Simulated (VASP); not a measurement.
A run of VASP 6.6.1 is set up as follows.

INCAR

```
PREC = Accurate ; ENCUT = 520
EDIFF = 1E-6 ; ISMEAR = 0
SIGMA = 0.02 ; LREAL = F
LASPH = T ; NELM = 80
ALGO = Normal ; ISIF = 2
LWAVE = F ; LCHARG = F
GGA = PE ; IVDW = 12
NBANDS = 11
```

The input KPOINTS:

```
regular mesh
0
Gamma
  18 18 18
```

The input POSCAR:

```
C
1.0
    0.0000000000      2.1318713441      3.2970047371
    1.2316601085      0.0000000000      3.2970047371
    1.2316601085      2.1318713441      0.0000000000
C
2
Direct
    0.1666980381      0.8333019619      0.1666980381
    0.8333019619      0.1666980381      0.8333019619
```

Potentials or basis: VASP PAW PBE potentials, release 64 (C).

The run is started by

```bash
$ cat potpaw_PBE.64/C/POTCAR > POTCAR
$ mpirun -np 1 vasp_std > vasp.out
```

(1) What does it give for the dispersion energy per atom?

(2) Predict the pressure.

Results:

(1) -0.160 eV.

(2) 1.7 GPa.
